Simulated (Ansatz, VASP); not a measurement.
## Au: VASP beside Ansatz

POSCAR

```
Au
1.0
   -1.6376879824      1.6376879824      1.5558035833
    1.6376879824     -1.6376879824      1.5558035833
    1.6376879824      1.6376879824     -1.5558035833
Au
1
Direct
    0.0000000000      0.0000000000      0.0000000000
```

File INCAR.step1:

```
ALGO = Normal
EDIFF = 1E-4
ENCUT = 520
GGA = PE
ISMEAR = 0
LASPH = True
LCHARG = False
LREAL = False
LWAVE = True
NBANDS = 12
NELM = 100
PREC = Accurate
SIGMA = 0.15
```

File INCAR.step2:

```
ALGO = Normal
EDIFF = 1E-6
ENCUT = 520
ISIF = 2
ISMEAR = 0
ISTART = 1
LASPH = True
LCHARG = False
LMIXTAU = True
LREAL = False
LWAVE = False
METAGGA = R2SCAN
NBANDS = 12
NELM = 100
PREC = Accurate
SIGMA = 0.15
```

Contents of KPOINTS:

```
k-points
0
Gamma
  26 26 26
```

Input for Ansatz:

```yaml
crystal:
  lattice:
    - [-1.6376879824, 1.6376879824, 1.5558035833]
    - [1.6376879824, -1.6376879824, 1.5558035833]
    - [1.6376879824, 1.6376879824, -1.5558035833]
  atoms:
    - { symbol: Au, position: [0.0, 0.0, 0.0] }
basis:
  ecutwfc: 500
kpoints:
  mp_grid: { grid: [26, 26, 26] }
hamiltonian:
  xc: r2scan
scf:
  occupations: { method: gaussian, width: 0.15 }
output:
  forces: true
  stress: true
  eigenvalues: true
```

Change from the starting cell: strain +0.000 along x and y, -0.050 along z, atoms carried along.

Alike in both runs: task single point; functional r2SCAN; k mesh 26 × 26 × 26; occupations gaussian, width 0.15 eV; no spin polarisation.

```csv
,VASP,Ansatz
version,VASP 6.6.1,Ansatz 0.2.0
potentials or method,"VASP PAW PBE potentials, release 64 (Au), cutoff 520 eV","scalar-relativistic, plane waves, PAW"
valence electrons in the cell,11,19
```

VASP gave:

- gap on the k mesh at the Fermi level (eV): none
- pressure (GPa): 9.8
- traceless stress, the component that is largest in VASP (GPa): -0.35

Question: What did Ansatz give for the same quantities?

Answer: gap on the k mesh at the Fermi level (eV): none; pressure (GPa): 9.4; traceless stress, the component that is largest in VASP (GPa): -0.34.

VASP's potentials were made for PBE, not for r2SCAN. A gap of «none» marks a metal or a gap that the smearing closes. VASP's potentials hold 11 valence electrons a cell and Ansatz's 19, so a difference there can come from the potentials and not from the codes.

Neither program's run includes spin-orbit coupling.
